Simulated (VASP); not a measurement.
# NaRuS3 in VASP: notebook, part 2 of 3

VASP 6.6.1.

### Step 3. Single point, PBE

This run uses another cell than the first one, of 20.69 Å³/atom.

File INCAR:

```
SYSTEM = NaRuS3
PREC = Accurate ; ENCUT = 520
EDIFF = 1E-6 ; ISMEAR = 0
SIGMA = 0.1 ; LREAL = .False.
LASPH = .True. ; NELM = 100
ALGO = Normal ; ISIF = 2
LWAVE = .False. ; LCHARG = .False.
GGA = PE ; NBANDS = 28
```

File KPOINTS:

```
Automatic mesh
0
Gamma
  8 8 8
  0 0 0
```

File POSCAR:

```
NaRuS3
1.0
    4.6946334417      0.0000000000      0.0000000000
    0.0000000000      4.6946334417      0.0000000000
    0.0000000000      0.0000000000      4.6946334417
Na Ru S
1 1 3
Direct
    0.0000000000      0.0000000000      0.0000000000
    0.5000000000      0.5000000000      0.5000000000
    0.5000000000      0.5000000000      0.0000000000
    0.5000000000      0.0000000000      0.5000000000
    0.0000000000      0.5000000000      0.5000000000
```

Potentials or basis: VASP PAW PBE potentials, release 64 (Na_pv, Ru_pv, S).

Started as:

```console
$ cat potpaw_PBE.64/Na_pv/POTCAR potpaw_PBE.64/Ru_pv/POTCAR potpaw_PBE.64/S/POTCAR > POTCAR
$ mpirun -np 1 vasp_std > vasp.out
```

OUTCAR:

```text
SYSTEM = NaRuS3
   PREC = Accurate
   ENCUT = 520
   EDIFF = 1E-6
   ISMEAR = 0
   LREAL = .False.
   LASPH = .True.
   NELM = 100
   ISIF = 2
   GGA = PE

 ion  position               nearest neighbor table
   1  0.000  0.000  0.000-
   2  0.500  0.500  0.500-   3 2.35   4 2.35   5 2.35   3 2.35   4 2.35   5 2.35
   3  0.500  0.500  0.000-   2 2.35   2 2.35
   4  0.500  0.000  0.500-   2 2.35   2 2.35
   5  0.000  0.500  0.500-   2 2.35   2 2.35

  LATTYP: Found a simple cubic cell.
 ALAT       =     4.6946334417

  Lattice vectors:

 A1 = (   4.6946334417,   0.0000000000,   0.0000000000)
 A2 = (   0.0000000000,   4.6946334417,   0.0000000000)
 A3 = (   0.0000000000,   0.0000000000,   4.6946334417)

Analysis of symmetry for initial positions (statically):
=====================================================================
 Subroutine PRICEL returns:
 Original cell was already a primitive cell.

 Routine SETGRP: Setting up the symmetry group for a
 simple cubic supercell.

 Subroutine GETGRP returns: Found 48 space group operations
 (whereof 48 operations were pure point group operations)
 out of a pool of 48 trial point group operations.

The static configuration has the point symmetry O_h .

Analysis of symmetry for dynamics (positions and initial velocities):
=====================================================================
 Subroutine PRICEL returns:
 Original cell was already a primitive cell.

 Routine SETGRP: Setting up the symmetry group for a
 simple cubic supercell.

 Subroutine GETGRP returns: Found 48 space group operations
 (whereof 48 operations were pure point group operations)
 out of a pool of 48 trial point group operations.

The dynamic configuration has the point symmetry O_h .

 Subroutine INISYM returns: Found 48 space group operations
 (whereof 48 operations are pure point group operations),
 and found     1 'primitive' translations

----------------------------------------------------------------------------------------

                                     Primitive cell

  volume of cell :     103.4678

  direct lattice vectors                    reciprocal lattice vectors
     4.694633442  0.000000000  0.000000000     0.213009176  0.000000000  0.000000000
     0.000000000  4.694633442  0.000000000     0.000000000  0.213009176  0.000000000
     0.000000000  0.000000000  4.694633442     0.000000000  0.000000000  0.213009176

  length of vectors
     4.694633442  4.694633442  4.694633442     0.213009176  0.213009176  0.213009176

  position of ions in fractional coordinates (direct lattice)
     0.000000000  0.000000000  0.000000000
     0.500000000  0.500000000  0.500000000
     0.500000000  0.500000000  0.000000000
     0.500000000  0.000000000  0.500000000
     0.000000000  0.500000000  0.500000000

  ion indices of the primitive-cell ions
   primitive index   ion index
                 1           1
                 2           2
                 3           3
                 4           4
                 5           5

----------------------------------------------------------------------------------------

 KPOINTS: Automatic mesh

Automatic generation of k-mesh.
 Grid dimensions read from file:
 generate k-points for:    8    8    8

 Generating k-lattice:

  Cartesian coordinates                     Fractional coordinates (reciprocal lattice)
     0.026626147  0.000000000  0.000000000     0.125000000  0.000000000  0.000000000
     0.000000000  0.026626147  0.000000000     0.000000000  0.125000000  0.000000000
     0.000000000  0.000000000  0.026626147     0.000000000  0.000000000  0.125000000

  Length of vectors
     0.026626147  0.026626147  0.026626147

  Shift w.r.t. Gamma in fractional coordinates (k-lattice)
     0.000000000  0.000000000  0.000000000

 Subroutine IBZKPT returns following result:
 ===========================================

 Found     35 irreducible k-points:

 Following reciprocal coordinates:
            Coordinates               Weight
  0.000000  0.000000  0.000000      1.000000
  0.125000  0.000000  0.000000      6.000000
  0.250000  0.000000  0.000000      6.000000
  0.375000  0.000000  0.000000      6.000000
  0.500000  0.000000  0.000000      3.000000
  0.125000  0.125000  0.000000     12.000000
[... 16 lines left out ...]
  0.375000  0.375000  0.125000     24.000000
  0.500000  0.375000  0.125000     24.000000
 [... further k-points ...]
   k-points           NKPTS =     35   k-points in BZ     NKDIM =     35   number of bands    NBANDS=     28
   number of dos      NEDOS =    301   number of ions     NIONS =      5
   total plane-waves  NPLWV =  46656
   dimension x,y,z NGX =    36 NGY =   36 NGZ =   36
   dimension x,y,z NGXF=    72 NGYF=   72 NGZF=   72
   ions per type =               1   1   3
   NGX,Y,Z   is equivalent  to a cutoff of  12.75, 12.75, 12.75 a.u.
   NGXF,Y,Z  is equivalent  to a cutoff of  25.50, 25.50, 25.50 a.u.
 SYSTEM =  NaRuS3
   PREC   = accura    normal or accurate (medium, high low for compatibility)
   ISTART =      0    job   : 0-new  1-cont  2-samecut
   ICHARG =      2    charge: 1-file 2-atom 10-const
   ISPIN  =      1    spin polarized calculation?
   LNONCOLLINEAR =      F non collinear calculations
   LSORBIT =      F    spin-orbit coupling
   LASPH  =      T    aspherical Exc in radial PAW
   ENCUT  =  520.0 eV  38.22 Ry    6.18 a.u.   8.73  8.73  8.73*2*pi/ulx,y,z
   NELM   =    100;   NELMIN=  2; NELMDL= -5     # of ELM steps
   EDIFF  = 0.1E-05   stopping-criterion for ELM
   LREAL  =      F    real-space projection
   EDIFFG = 0.1E-04   stopping-criterion for IOM
   NSW    =      0    number of steps for IOM
   IBRION =     -1    ionic relax: 0-MD 1-quasi-New 2-CG
   NFREE  =      0    steps in history (QN), initial steepest desc. (CG)
   ISIF   =      2    stress and relaxation
   ISYM   =      2    0-nonsym 1-usesym 2-fastsym
   POTIM  = 0.5000    time-step for ionic-motion
   TEBEG  =    0.0;   TEEND  =   0.0 temperature during run
   PSTRESS=    0.0 pullay stress
   NELECT =      39.0000    total number of electrons
   NUPDOWN=      -1.0000    fix difference up-down
   EMIN   =  10.00;   EMAX   =-10.00  energy-range for DOS
   EFERMI =   0.00;   METHOD = LEGACY
   ISMEAR =     0;   SIGMA  =   0.10  broadening in eV -4-tet -1-fermi 0-gaus
   EFERMI_NEDOS =   21; number of points for ismear=-14 and -15
   IALGO  =     38    algorithm
   IMIX   =      4    mixing-type and parameters
     AMIX     =   0.40;   BMIX     =  1.00
     AMIX_MAG =   1.60;   BMIX_MAG =  1.00
  volume/ion in A,a.u.               =      20.69       139.65
  Fermi-wavevector in a.u.,A,eV,Ry     =   1.182573  2.234739 19.027465  1.398479
  Thomas-Fermi vector in A             =   2.318825
   LORBIT       =      0    0 simple, 1 ext, 2 COOP (PROOUT), +10 PAW based schemes
   GGA     = PE    functional components
   LHFCALC =     F    Hartree Fock is set to
   AEXX    =    0.0000 exact exchange contribution
   IVDW    =     0    specifies the selected vdW correction
   LEPSILON=     F    determine dielectric tensor
   LRPA    =     F    only Hartree local field effects (RPA)
 non-spin polarized calculation
 Gauss-broadening in eV      SIGMA  =   0.10
  energy-cutoff  :      520.00
  volume of cell :      103.47
 maximum number of plane-waves:      2809
 NGX is ok and might be reduce to    36
   NGX = 17   NGY = 17   NGZ = 17

 number of electron      39.0000017 magnetization

 Free energy of the ion-electron system (eV)
  ---------------------------------------------------
  ext. energy  EPLUGINS =         0.00000000
  ---------------------------------------------------
  free energy    TOTEN  =       -23.01420985 eV

  energy without entropy =      -22.96852445  energy(sigma->0) =      -22.99136715

 E-fermi :   4.0502     XC(G=0):  -9.4518

 val. band max:        4.0486248253   @ k =   0.3750   0.2500   0.0000
 cond. band min:       4.0632141059   @ k =   0.5000   0.5000   0.0000
 fundamental gap:      0.0145892807
 Fermi energy:         4.0501947043

 k-point     1 :       0.0000    0.0000    0.0000
  band No.  band energies     occupation
      1     -39.2788      2.00000
      2     -39.2788      2.00000
      3     -39.2788      2.00000
      4     -19.5758      2.00000
      5     -19.5758      2.00000
      6     -19.5758      2.00000
[... 20 lines left out ...]
     27      10.3508      0.00000
[... 691 lines left out ...]
      6     -19.5757      2.00000
[... 20 lines left out ...]
     27      12.0368      0.00000
     28      12.3038      0.00000

 [... further k-points ...]
[... 5 lines left out ...]
  --------------------------------------------------------------------------------------
  -------------------------------------------------------------------------------------
  Total       -0.0857465     -0.0857465     -0.0857465      0.0000000      0.0000000     -0.0000000
  in kB       -1.3277674     -1.3277674     -1.3277674      0.0000000      0.0000000     -0.0000000
  external PRESSURE =      -1.3277674 kB  Pullay stress =       0.0000000 kB

 VOLUME and BASIS-vectors are now :
 -----------------------------------------------------------------------------
  energy-cutoff  :      520.00
  volume of cell :      103.47
      direct lattice vectors                 reciprocal lattice vectors
     4.694633442  0.000000000  0.000000000     0.213009176  0.000000000  0.000000000
     0.000000000  4.694633442  0.000000000     0.000000000  0.213009176  0.000000000
     0.000000000  0.000000000  4.694633442     0.000000000  0.000000000  0.213009176

 POSITION                                       TOTAL-FORCE (eV/Angst)
 -----------------------------------------------------------------------------------
      0.00000      0.00000      0.00000         0.000000      0.000000      0.000000
      2.34732      2.34732      2.34732         0.000000      0.000000      0.000000
      2.34732      2.34732      0.00000         0.000000      0.000000      0.000000
      2.34732      0.00000      2.34732         0.000000      0.000000      0.000000
      0.00000      2.34732      2.34732         0.000000      0.000000      0.000000
 -----------------------------------------------------------------------------------
    total drift:                                0.000000      0.000000      0.000000

  FREE ENERGIE OF THE ION-ELECTRON SYSTEM (eV)
  ---------------------------------------------------
  free  energy   TOTEN  =       -23.0142098508 eV

  energy  without entropy=      -22.9685244533  energy(sigma->0) =      -22.99136715
```

Run time: 47 s. Hardware: 1 thread of Intel Xeon 6975P-C (Granite Rapids), shared host; peak memory 0.25 GiB.

What came out:

```yaml
Free_energy: -23.0142 eV
Pressure: -0.1 GPa
Band_gap_on_the_k_mesh: zero (an odd number of electrons rules out a gap without spin polarisation)
```

Levels at points of the mesh, in eV from the Fermi level:
```tsv
k point	band 15	band 16	band 17	band 18	band 19	band 20	band 21	band 22	band 23	band 24
(0.00, 0.00, 0.00)	-2.43	-1.14	-1.14	-1.14	-0.85	-0.85	-0.48	-0.48	-0.48	2.72
(0.50, 0.00, 0.00)	-2.66	-2.41	-1.67	-0.83	-0.69	-0.69	0.41	0.41	1.60	5.49
(0.50, 0.50, 0.00)	-2.88	-2.09	-2.09	0.01	0.25	0.28	0.44	0.44	5.44	5.68
(0.50, 0.50, 0.50)	-5.01	0.13	0.13	0.13	0.31	0.31	0.31	2.99	5.48	5.48
```

### Step 4. Relaxation of cell and atoms, PBE

This run uses another cell than the first one, of 16.67 Å³/atom.

File INCAR:

```
SYSTEM = NaRuS3
PREC = Accurate
ENCUT = 600
EDIFF = 1E-6
ISMEAR = 0
SIGMA = 0.1
LREAL = .False.
LASPH = .True.
NELM = 100
ALGO = Normal
ISIF = 3
LWAVE = .False.
LCHARG = .False.
GGA = PE
IBRION = 2
NSW = 90
EDIFFG = -0.04
```

File KPOINTS:

```
regular mesh
0
Gamma
  4 4 4
  0 0 0
```

POSCAR: that of step 3 with these lines changed.

```diff
@@ -2,5 +2,5 @@
 1.0
-    4.6946334417      0.0000000000      0.0000000000
-    0.0000000000      4.6946334417      0.0000000000
-    0.0000000000      0.0000000000      4.6946334417
+    4.3615221689      0.0000000000      0.0000000000
+    0.0000000000      4.3615221689      0.0000000000
+    0.0000000000      0.0000000000      4.3813680870
 Na Ru S
```

Started as:

```console
$ cat potpaw_PBE.64/Na_pv/POTCAR potpaw_PBE.64/Ru_pv/POTCAR potpaw_PBE.64/S/POTCAR > POTCAR
$ mpirun -np 1 vasp_std > vasp.out
```

Wall time 63 s (1 thread of Intel Xeon 6975P-C (Granite Rapids), shared host); peak memory 0.23 GiB.

The run converged. Its results:

- Free energy: -23.0495 eV
- Relaxed volume: 20.55 Å³/atom
- Relaxed cell: a = 4.680 Å, b = 4.680 Å, c = 4.692 Å, α = 90.00°, β = 90.00°, γ = 90.00°
- Space group after relaxing (to 0.1 Å): Pm-3m (No. 221)
- Energy gained by relaxing: 257.7 meV/atom
- Ionic steps: 3
- Pressure after relaxing: -0.2 GPa

Stress tensor (GPa, compression positive):
```
-0.13  0.00  0.00
 0.00 -0.13  0.00
 0.00  0.00 -0.24
```

Step by step:
```csv
step,energy change (eV),largest force (eV/Å),pressure (GPa),volume (Å³)
1,0.0000,0.0000,26.12,83.35
2,-0.7427,0.0000,-8.21,120.61
3,-1.2885,0.0000,-0.16,102.74
```

Final structure:
```
CELL_PARAMETERS angstrom
4.67961 0.00000 0.00000
0.00000 4.67961 0.00000
0.00000 0.00000 4.69176
ATOMIC_POSITIONS crystal
Na 0.00000 0.00000 0.00000
Ru 0.50000 0.50000 0.50000
S 0.50000 0.50000 0.00000
S 0.50000 0.00000 0.50000
S 0.00000 0.50000 0.50000
```

Levels at points of the mesh, in eV from the Fermi level:
```csv
k point,band 17,band 18,band 19,band 20,band 21,band 22
"(0.00, 0.00, 0.00)",-1.09,-1.09,-0.85,-0.84,-0.42,-0.42
"(0.50, 0.00, 0.00)",-1.63,-0.82,-0.64,-0.64,0.45,0.45
"(0.50, 0.50, 0.00)",-2.04,0.03,0.27,0.34,0.48,0.48
"(0.00, 0.00, 0.50)",-1.63,-0.82,-0.64,-0.64,0.43,0.43
"(0.50, 0.00, 0.50)",-2.05,0.03,0.28,0.34,0.46,0.48
"(0.50, 0.50, 0.50)",0.14,0.15,0.37,0.37,0.38,3.04
```

Caveat: the k points lie up to 0.34 Å⁻¹ apart in the final cell; the volume moved by over 15 % at a fixed basis, so the end points are rough; the highest band is partly filled, so the run has too few bands.

### Step 5. Relaxation of cell and atoms, PBE

This run uses another cell than the first one, of 16.64 Å³/atom.

File INCAR:

```
SYSTEM = NaRuS3
  PREC = Accurate
  ENCUT = 600
  EDIFF = 1E-6
  ISMEAR = 0
  SIGMA = 0.1
  LREAL = .FALSE.
  LASPH = .TRUE.
  NELM = 80
  ALGO = Normal
  ISIF = 3
  LWAVE = .FALSE.
  LCHARG = .FALSE.
  GGA = PE
  IBRION = 2
  NSW = 90
  EDIFFG = -0.04
```

File KPOINTS:

```
Automatic mesh
0
G
  4 4 4
  0 0 0
```

File POSCAR:

```
NaRuS3
1.0
    4.3477144454      0.0000000000      0.0000000000
    0.0000000000      4.3477144454      0.0000000000
    0.0000000000      0.0000000000      4.4021970826
Na Ru S
1 1 3
Direct
    0.0000000000      0.0000000000      0.0000000000
    0.5000000000      0.5000000000      0.5150000000
    0.5000000000      0.5000000000      0.9750000000
    0.0000000000      0.5000000000      0.4850000000
    0.5000000000      0.0000000000      0.4850000000
```

Started as:

```console
$ cat potpaw_PBE.64/Na_pv/POTCAR potpaw_PBE.64/Ru_pv/POTCAR potpaw_PBE.64/S/POTCAR > POTCAR
$ mpirun -np 1 vasp_std > vasp.out
```

Wall time 12 min (1 thread of Intel Xeon 6975P-C (Granite Rapids), shared host); peak memory 0.25 GiB.

The run converged. Its results:

| Item | Value |
| --- | --- |
| Free energy | -24.0326 eV |
| Relaxed volume | 21.79 Å³/atom |
| Relaxed cell | a = 4.391 Å, b = 4.391 Å, c = 5.651 Å, α = 90.00°, β = 90.00°, γ = 90.00° |
| Space group after relaxing (to 0.1 Å) | P4mm (No. 99) |
| Energy gained by relaxing | 482.9 meV/atom |
| Ionic steps | 56 |
| Pressure after relaxing | 0.1 GPa |
| Largest force after relaxing | 0.021 eV/Å |
| Band gap on the k mesh | zero (an odd number of electrons rules out a gap without spin polarisation) |

Forces in eV/Å, atoms in the order of the input:
```
Na   0.000  0.000  0.000
Ru   0.000  0.000 -0.007
S    0.000  0.000  0.021
S    0.000  0.000 -0.007
S    0.000  0.000 -0.007
```

Stress tensor (GPa, compression positive):
```
0.03 0.00 0.00
0.00 0.03 0.00
0.00 0.00 0.18
```

Step by step:
```csv
step,energy change (eV),largest force (eV/Å),pressure (GPa),volume (Å³)
1,0.0000,3.5285,28.30,83.21
3,-1.5217,1.4131,0.20,102.42
5,-1.6341,1.5080,-0.52,103.57
7,-1.8042,1.0213,-1.25,106.07
9,-1.8843,1.4924,-1.20,107.20
11,-2.0225,2.2369,-1.34,107.96
13,-2.0562,1.5581,-3.99,107.84
15,-2.2046,1.3549,-2.66,106.98
17,-2.3131,0.6299,-0.81,102.84
19,-2.3280,0.1549,1.04,101.08
21,-2.3567,0.1824,0.99,102.27
23,-2.3787,0.6566,2.15,107.23
25,-2.3949,0.0789,0.70,110.26
27,-2.4003,0.1651,0.02,110.78
29,-2.4014,0.1323,-0.20,110.87
31,-2.4034,0.0951,-0.34,110.56
33,-2.4047,0.1499,0.54,108.41
35,-2.4065,0.0671,0.19,109.12
37,-2.4073,0.1183,0.17,108.89
39,-2.4084,0.0611,-0.27,109.07
41,-2.4097,0.1195,-0.05,108.20
43,-2.4102,0.0464,0.16,107.88
45,-2.4109,0.0706,-0.07,108.29
47,-2.4121,0.0885,-0.13,108.44
49,-2.4125,0.1578,-0.14,108.57
51,-2.4132,0.1325,-0.06,108.57
53,-2.4138,0.0919,0.34,108.57
55,-2.4144,0.0589,0.17,108.72
56,-2.4147,0.0212,0.08,108.97
```

Final structure:
```cif
data_structure
_symmetry_space_group_name_H-M 'P 1'
_symmetry_Int_Tables_number 1
_cell_length_a 4.3913
_cell_length_b 4.3913
_cell_length_c 5.6507
_cell_angle_alpha 90.000
_cell_angle_beta 90.000
_cell_angle_gamma 90.000
_cell_volume 108.97
loop_
_atom_site_label
_atom_site_type_symbol
_atom_site_fract_x
_atom_site_fract_y
_atom_site_fract_z
_atom_site_occupancy
Na1 Na 0.00000 0.00000 0.04077 1
Ru1 Ru 0.50000 0.50000 0.56494 1
S1 S 0.50000 0.50000 0.95411 1
S2 S 0.00000 0.50000 0.45009 1
S3 S 0.50000 0.00000 0.45009 1
```

Levels at points of the mesh, in eV from the Fermi level:
| k point | band 17 | band 18 | band 19 | band 20 | band 21 | band 22 |
| --- | --- | --- | --- | --- | --- | --- |
| (0.00, 0.00, 0.00) | -2.23 | -0.59 | -0.59 | 1.29 | 1.29 | 1.58 |
| (0.50, 0.00, 0.00) | -2.03 | -1.92 | 0.18 | 0.62 | 0.63 | 1.16 |
| (0.50, 0.50, 0.00) | -2.08 | -0.80 | 0.02 | 0.20 | 0.20 | 0.96 |
| (0.00, 0.00, 0.50) | -2.22 | -0.59 | -0.59 | 1.15 | 1.15 | 1.52 |
| (0.50, 0.00, 0.50) | -1.73 | -0.78 | -0.58 | 0.62 | 0.91 | 1.80 |
| (0.50, 0.50, 0.50) | -0.69 | -0.46 | -0.46 | -0.04 | 0.96 | 1.50 |

Caveat: the k points lie up to 0.36 Å⁻¹ apart in the final cell, too coarse for converged energies and pressures of a metal; the volume moved by over 15 % at a fixed basis, so the end points are rough.

(Continued in part 3 of 3.)

The gap in the log of VASP goes by the Fermi energy; the results here count the filled bands.